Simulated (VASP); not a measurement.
Si3B:

```xyz
4
Lattice="3.6837 0.0000 0.0000 0.0000 3.6837 0.0000 0.0000 0.0000 3.6837" Properties=species:S:1:pos:R:3 pbc="T T T"
Si    0.0000    1.8419    1.8419
Si    1.8419    0.0000    1.8419
Si    1.8419    1.8419    0.0000
B     0.0000    0.0000    0.0000
```

```yaml
Program: VASP 6.6.1
Task: relaxation of cell and atoms
Functional: r2SCAN
Potentials_or_basis: VASP PAW PBE potentials, release 64 (Si, B)
Cutoff: 600 eV
k_mesh: 6 × 6 × 6
Occupations: gaussian, width 0.1 eV
Spin: no spin polarisation
```

At the start: pressure -6.1 GPa; volume 12.50 Å³/atom.

Where does the relaxation end?

Over 3 steps the energy falls by 15.7 meV/atom and the volume is 11.74 Å³/atom (-6.1 %); space group Pm-3m (No. 221, to 0.05 Å).

Step by step:
```
step  energy change (eV)  largest force (eV/Å)  pressure (GPa)  volume (Å³)
   1              0.0000                0.0000           -6.06        49.99
   2             -0.0622                0.0000            0.81        46.65
   3             -0.0630                0.0000            0.03        46.94
```

Final structure:
```yaml
crystal:
  lattice:
    - [3.60740, 0.00000, 0.00000]
    - [0.00000, 3.60740, 0.00000]
    - [0.00000, 0.00000, 3.60740]
  atoms:
    - { symbol: Si, position: [0.00000, 0.50000, 0.50000] }
    - { symbol: Si, position: [0.50000, 0.00000, 0.50000] }
    - { symbol: Si, position: [0.50000, 0.50000, 0.00000] }
    - { symbol: B, position: [0.00000, 0.00000, 0.00000] }
```

Caveat: the PAW data sets were made with another functional, which shifts forces and pressure a little.
